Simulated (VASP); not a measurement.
# GeSb4Te4 (P-3m1) in VASP: further runs

GeSb4Te4 is run at these levels: PBEsol; tasks: relaxation of shape and atoms at fixed volume, single point.

Everything below comes from runs of VASP 6.6.1. Logs are shortened: lines on timing, memory, paths and dates and some standing lists are left out, and cuts for length are marked.

**1. The cell of the first run**

The structure is trigonal, space group P-3m1 (No. 164). Conventional cell: a = 4.144 Å, b = 4.144 Å, c = 16.406 Å, α = 90.00°, β = 90.00°, γ = 120.00°. Ge (site symmetry -3m) has 6 Te at 2.88 Å within 3.8 Å. Sb (site symmetry 3m) has 3 Sb at 2.85 Å and 3 Te at 3.25 Å within 3.8 Å. Sb (site symmetry 3m) has 6 Te at 2.94 to 3.07 Å within 3.9 Å. Within 3.8 Å of Te (site symmetry 3m) lie 3 Ge at 2.88 Å and 3 Sb at 3.07 Å. Te (site symmetry 3m) has 6 Sb at 2.94 to 3.25 Å within 3.9 Å.

**2. Relaxation of shape and atoms at fixed volume, PBEsol (27.11 Å³/atom)**

The input, INCAR:

```
ALGO     = Normal         # electronic algorithm
EDIFF    = 1E-6           # SCF threshold, eV
EDIFFG   = -0.01          # ionic threshold
ENCUT    = 600            # plane-wave cutoff, eV
GGA      = PS             # functional
IBRION   = 2              # ionic algorithm
ISIF     = 4              # what is computed and relaxed
ISMEAR   = 0              # smearing method
LASPH    = T              # aspherical terms in the spheres
LCHARG   = F              # write CHGCAR
LREAL    = F              # projectors in reciprocal space
LWAVE    = F              # write WAVECAR
NELM     = 60             # most SCF steps
NSW      = 50             # ionic steps
PREC     = Accurate       # precision mode
SIGMA    = 0.1            # smearing width, eV
```

The input, KPOINTS:

```
k-points
0
Gamma
  12 12 2
```

The input, POSCAR:

```
GeSb4Te4
1.0
    4.1438737006      0.0000000000      0.0000000000
   -2.0719368503      3.5886998948      0.0000000000
    0.0000000000      0.0000000000     16.4064452492
Ge Sb Te
1 4 4
Direct
    0.0000000000      0.0000000000      0.0000000000
    0.3333333333      0.6666666667      0.5473994929
    0.6666666667      0.3333333333      0.4526005071
    0.6666666667      0.3333333333      0.7857273652
    0.3333333333      0.6666666667      0.2142726348
    0.3333333333      0.6666666667      0.9027419707
    0.6666666667      0.3333333333      0.0972580293
    0.0000000000      0.0000000000      0.6818990353
    0.0000000000      0.0000000000      0.3181009647
```

Potentials or basis: VASP PAW PBE potentials, release 64 (Ge_d, Sb, Te).

On the command line:

```sh
cat potpaw_PBE.64/Ge_d/POTCAR potpaw_PBE.64/Sb/POTCAR potpaw_PBE.64/Te/POTCAR > POTCAR
mpirun -np 1 vasp_std > vasp.out
```

OUTCAR:

```text
EDIFF = 1E-6
   EDIFFG = -0.01
   ENCUT = 600
   GGA = PS
   IBRION = 2
   ISIF = 4
   ISMEAR = 0
   LASPH = T
   LREAL = F
   NELM = 60
   NSW = 50
   PREC = Accurate

 ion  position               nearest neighbor table
   1  0.000  0.000  0.000-   6 2.88   7 2.88   7 2.88   6 2.88   7 2.88   6 2.88
   2  0.333  0.667  0.547-   3 2.85   3 2.85   3 2.85   8 3.25   8 3.25   8 3.25
   3  0.667  0.333  0.453-   2 2.85   2 2.85   2 2.85   9 3.25   9 3.25   9 3.25
   4  0.667  0.333  0.786-   8 2.94   8 2.94   8 2.94   6 3.07   6 3.07   6 3.07
   5  0.333  0.667  0.214-   9 2.94   9 2.94   9 2.94   7 3.07   7 3.07   7 3.07
   6  0.333  0.667  0.903-   1 2.88   1 2.88   1 2.88   4 3.07   4 3.07   4 3.07
   7  0.667  0.333  0.097-   1 2.88   1 2.88   1 2.88   5 3.07   5 3.07   5 3.07
   8  0.000  0.000  0.682-   4 2.94   4 2.94   4 2.94   2 3.25   2 3.25   2 3.25
   9  0.000  0.000  0.318-   5 2.94   5 2.94   5 2.94   3 3.25   3 3.25   3 3.25

  LATTYP: Found a hexagonal cell.
 ALAT       =     4.1438737006
 C/A-ratio  =     3.9592049456

  Lattice vectors:

 A1 = (   4.1438737006,   0.0000000000,   0.0000000000)
 A2 = (  -2.0719368503,   3.5886998948,   0.0000000000)
 A3 = (   0.0000000000,   0.0000000000,  16.4064452492)

Analysis of symmetry for initial positions (statically):
=====================================================================
 Subroutine PRICEL returns:
 Original cell was already a primitive cell.

 Routine SETGRP: Setting up the symmetry group for a
 hexagonal supercell.

 Subroutine GETGRP returns: Found 12 space group operations
 (whereof 12 operations were pure point group operations)
 out of a pool of 24 trial point group operations.

The static configuration has the point symmetry D_3d.

Analysis of symmetry for dynamics (positions and initial velocities):
=====================================================================
 Subroutine PRICEL returns:
 Original cell was already a primitive cell.

 Routine SETGRP: Setting up the symmetry group for a
 hexagonal supercell.

 Subroutine GETGRP returns: Found 12 space group operations
 (whereof 12 operations were pure point group operations)
 out of a pool of 24 trial point group operations.

The dynamic configuration has the point symmetry D_3d.

 Subroutine INISYM returns: Found 12 space group operations
 (whereof 12 operations are pure point group operations),
 and found     1 'primitive' translations

----------------------------------------------------------------------------------------
[... 117 lines left out ...]
   PSTRESS=    0.0 pullay stress
   NELECT =      58.0000    total number of electrons
   NUPDOWN=      -1.0000    fix difference up-down
   EMIN   =  10.00;   EMAX   =-10.00  energy-range for DOS
   EFERMI =   0.00;   METHOD = LEGACY
   ISMEAR =     0;   SIGMA  =   0.10  broadening in eV -4-tet -1-fermi 0-gaus
   EFERMI_NEDOS =   21; number of points for ismear=-14 and -15
   IALGO  =     38    algorithm
   IMIX   =      4    mixing-type and parameters
     AMIX     =   0.40;   BMIX     =  1.00
     AMIX_MAG =   1.60;   BMIX_MAG =  1.00
  volume/ion in A,a.u.               =      27.11       182.94
  Fermi-wavevector in a.u.,A,eV,Ry     =   1.014140  1.916448 13.993332  1.028481
  Thomas-Fermi vector in A             =   2.147351
   LORBIT       =      0    0 simple, 1 ext, 2 COOP (PROOUT), +10 PAW based schemes
   GGA     = PS    functional components
   LHFCALC =     F    Hartree Fock is set to
   AEXX    =    0.0000 exact exchange contribution
   IVDW    =     0    specifies the selected vdW correction
   LEPSILON=     F    determine dielectric tensor
   LRPA    =     F    only Hartree local field effects (RPA)
 conjugate gradient relaxation of ions
 non-spin polarized calculation
 Gauss-broadening in eV      SIGMA  =   0.10
  energy-cutoff  :      600.00
  volume of cell :      243.98
 maximum number of plane-waves:      8207
 NGX is ok and might be reduce to    36
   NGX = 17   NGY = 17   NGZ = 65

--------------------------------------- Ionic step        1  -------------------------------------------

 number of electron      57.9999997 magnetization

 Free energy of the ion-electron system (eV)
  ---------------------------------------------------
  ext. energy  EPLUGINS =         0.00000000
  ---------------------------------------------------
  free energy    TOTEN  =       -37.63717667 eV

  energy without entropy =      -37.63218397  energy(sigma->0) =      -37.63468032

------------------------ aborting loop because EDIFF is reached ----------------------------------------

  FORCE on cell =-STRESS in cart. coord.  units (eV):
  Direction    XX          YY          ZZ          XY          YZ          ZX
  --------------------------------------------------------------------------------------
  -------------------------------------------------------------------------------------
  Total        9.1359645      9.1359645      9.2221153      0.0000000      0.0000000      0.0000000
  in kB       59.9938649     59.9938649     60.5595984      0.0000000      0.0000000      0.0000000
  external PRESSURE =      60.1824427 kB  Pullay stress =       0.0000000 kB
[... 331 lines left out ...]
--------------------------------------- Ionic step        9  -------------------------------------------

 number of electron      57.9999998 magnetization

 Free energy of the ion-electron system (eV)
  ---------------------------------------------------
  ext. energy  EPLUGINS =         0.00000000
  ---------------------------------------------------
  free energy    TOTEN  =       -37.64789193 eV

  energy without entropy =      -37.64288361  energy(sigma->0) =      -37.64538777

 E-fermi :   8.1278     XC(G=0): -10.1329

 val. band max:        8.1171007050   @ k =   0.0833  -0.0000   0.5000
 cond. band min:       8.1763740209   @ k =   0.5000  -0.0000   0.0000
 fundamental gap:      0.0592733160
 Fermi energy:         8.1277608378

 k-point     1 :       0.0000    0.0000    0.0000
  band No.  band energies     occupation
      1     -16.8388      2.00000
      2     -16.8388      2.00000
      3     -16.8287      2.00000
      4     -16.8263      2.00000
      5     -16.8263      2.00000
      6      -6.0683      2.00000
[... 877 lines left out ...]
     33       9.8191      0.00000
     34       9.8541      0.00000

 [... further k-points ...]

------------------------ aborting loop because EDIFF is reached ----------------------------------------

  FORCE on cell =-STRESS in cart. coord.  units (eV):
  Direction    XX          YY          ZZ          XY          YZ          ZX
  --------------------------------------------------------------------------------------
  -------------------------------------------------------------------------------------
  Total        8.6632438      8.6632438      8.6816904     -0.0000000      0.0000000     -0.0000000
  in kB       56.8896125     56.8896125     57.0107469     -0.0000000      0.0000000     -0.0000000
  external PRESSURE =      56.9299906 kB  Pullay stress =       0.0000000 kB
[... 24 lines left out ...]
  FREE ENERGIE OF THE ION-ELECTRON SYSTEM (eV)
  ---------------------------------------------------
  free  energy   TOTEN  =       -37.6478919314 eV

  energy  without entropy=      -37.6428836077  energy(sigma->0) =      -37.64538777

 reached required accuracy - stopping structural energy minimisation
```

It took 21 min on 1 thread of Intel Xeon Platinum 8488C (Sapphire Rapids), shared host; peak memory 0.72 GiB.

What came out:

| Item | Value |
| --- | --- |
| Free energy | -37.6479 eV |
| Energy gained by relaxing | 1.2 meV/atom |
| Ionic steps | 9 |
| Pressure after relaxing | 5.7 GPa |
| Largest force after relaxing | 0.007 eV/Å |
| Band gap on the k mesh | zero (bands 29 and 30 overlap by 0.22 eV) |

Forces in eV/Å, atoms in the order of the input:
```
Ge   0.000  0.000  0.000
Sb   0.000  0.000  0.007
Sb   0.000  0.000 -0.007
Sb   0.000  0.000 -0.005
Sb   0.000  0.000  0.005
Te   0.000  0.000  0.001
Te   0.000  0.000 -0.001
Te   0.000  0.000  0.001
Te   0.000  0.000 -0.001
```

Step by step:
```
step  energy change (eV)  largest force (eV/Å)  pressure (GPa)  volume (Å³)
   1              0.0000                0.2678            6.02       243.98
   2             -0.0085                0.1022            5.84       243.98
   3             -0.0097                0.0426            5.73       243.98
   4             -0.0097                0.0461            5.73       243.98
   5             -0.0101                0.0329            5.72       243.98
   6             -0.0104                0.0201            5.71       243.98
   7             -0.0105                0.0182            5.70       243.98
   8             -0.0107                0.0190            5.69       243.98
   9             -0.0107                0.0071            5.69       243.98
```

Final structure:
```xyz
9
Lattice="4.1458 0.0000 0.0000 -2.0729 3.5904 0.0000 0.0000 0.0000 16.3909" Properties=species:S:1:pos:R:3 pbc="T T T"
Ge    4.1458    0.0000   16.3909
Sb    0.0000    2.3936    8.9896
Sb    2.0729    1.1968    7.4013
Sb    2.0729    1.1968   12.8771
Sb    0.0000    2.3936    3.5138
Te    0.0000    2.3936   14.7977
Te    2.0729    1.1968    1.5932
Te    4.1458    0.0000   11.1468
Te    0.0000    0.0000    5.2441
```

Levels at points of the mesh, in eV from the Fermi level:
```tsv
k point	band 26	band 27	band 28	band 29	band 30	band 31	band 32	band 33
(0.00, 0.00, 0.00)	-1.12	-1.06	-0.78	-0.14	-0.14	0.10	0.52	0.84
(0.50, 0.00, 0.00)	-2.11	-2.04	-1.23	-0.77	0.05	0.81	1.11	1.29
(0.00, 0.00, 0.50)	-1.19	-1.19	-0.63	-0.06	0.15	0.15	0.39	0.39
(0.50, 0.00, 0.50)	-2.38	-2.25	-1.51	-0.22	0.11	0.12	1.58	1.63
```

Caveat: the PAW data sets were made with another functional, which shifts forces and pressure a little; spin-orbit coupling is left out, which moves the levels of the heavy elements.

**3. Relaxation of shape and atoms at fixed volume, PBEsol (26.22 Å³/atom)**

This run uses another cell than the first one, of 26.22 Å³/atom.

The input, INCAR:

```
SYSTEM = GeSb4Te4
PREC = Accurate ; ENCUT = 600
EDIFF = 1E-6 ; ISMEAR = 0
SIGMA = 0.1 ; LREAL = .False.
LASPH = .True. ; NELM = 100
ALGO = Normal ; ISIF = 4
LWAVE = .False. ; LCHARG = .False.
GGA = PS ; IBRION = 2
NSW = 50 ; EDIFFG = -0.01
```

The input, KPOINTS:

```
regular mesh
0
Gamma
  12 12 2
  0 0 0
```

The input, POSCAR:

```
GeSb4Te4
1.0
    4.0976884675      0.0000000000      0.0000000000
   -2.0488442337      3.5487023096      0.0000000000
    0.0000000000      0.0000000000     16.2252321340
Ge Sb Te
1 4 4
Direct
    0.0000000000      0.0000000000      0.0000000000
    0.3333333333      0.6666666667      0.5481270393
    0.6666666667      0.3333333333      0.4518729607
    0.6666666667      0.3333333333      0.7854420799
    0.3333333333      0.6666666667      0.2145579201
    0.3333333333      0.6666666667      0.9027437937
    0.6666666667      0.3333333333      0.0972562063
    0.0000000000      0.0000000000      0.6802286956
    0.0000000000      0.0000000000      0.3197713044
```

Potentials or basis: VASP PAW PBE potentials, release 64 (Ge_d, Sb, Te).

On the command line:

```sh
cat potpaw_PBE.64/Ge_d/POTCAR potpaw_PBE.64/Sb/POTCAR potpaw_PBE.64/Te/POTCAR > POTCAR
mpirun -np 1 vasp_std > vasp.out
```

It took 27 min on 1 thread of Intel Xeon Platinum 8375C at 2.90GHz (Ice Lake), shared host; peak memory 0.68 GiB.

Results (log left out):

- Free energy: -37.2957 eV
- Energy gained by relaxing: 1.2 meV/atom
- Ionic steps: 7
- Pressure after relaxing: 8.4 GPa
- Largest force after relaxing: 0.009 eV/Å
- Band gap on the k mesh: zero (bands 29 and 30 overlap by 0.28 eV)

Forces on the atoms (eV/Å):
```
Ge   0.000  0.000  0.000
Sb   0.000  0.000  0.001
Sb   0.000  0.000 -0.001
Sb   0.000  0.000  0.005
Sb   0.000  0.000 -0.005
Te   0.000  0.000 -0.007
Te   0.000  0.000  0.007
Te   0.000  0.000 -0.009
Te   0.000  0.000  0.009
```

Step by step:
```
step  energy change (eV)  largest force (eV/Å)  pressure (GPa)  volume (Å³)
   1              0.0000                0.2760            8.74       235.94
   2             -0.0088                0.0932            8.53       235.94
   3             -0.0098                0.0410            8.44       235.94
   4             -0.0102                0.0237            8.43       235.94
   5             -0.0104                0.0147            8.41       235.94
   6             -0.0104                0.0129            8.41       235.94
   7             -0.0105                0.0089            8.40       235.94
```

Final structure:
```xyz
9
Lattice="4.0915 0.0000 0.0000 -2.0458 3.5433 0.0000 0.0000 0.0000 16.2743" Properties=species:S:1:pos:R:3 pbc="T T T"
Ge   -2.0458    3.5433    0.0000
Sb    0.0000    2.3622    8.9374
Sb    2.0458    1.1811    7.3369
Sb    2.0458    1.1811   12.7849
Sb    0.0000    2.3622    3.4894
Te    0.0000    2.3622   14.6958
Te    2.0458    1.1811    1.5785
Te    0.0000    0.0000   11.0466
Te    2.0458    3.5433    5.2277
```

Levels at points of the mesh, in eV from the Fermi level:
```tsv
k point	band 26	band 27	band 28	band 29	band 30	band 31	band 32	band 33
(0.00, 0.00, 0.00)	-1.09	-0.95	-0.63	-0.16	-0.16	0.20	0.60	0.88
(0.50, 0.00, 0.00)	-2.19	-2.10	-1.25	-0.74	-0.06	0.81	1.08	1.27
(0.00, 0.00, 0.50)	-1.17	-1.17	-0.46	0.00	0.16	0.16	0.38	0.38
(0.50, 0.00, 0.50)	-2.43	-2.35	-1.52	-0.17	0.05	0.13	1.56	1.59
```

Caveat: the PAW data sets were made with another functional, which shifts forces and pressure a little; spin-orbit coupling is left out, which moves the levels of the heavy elements.

[end of part 1 of 2]

The gap in the log of VASP goes by the Fermi energy; the results here count the filled bands.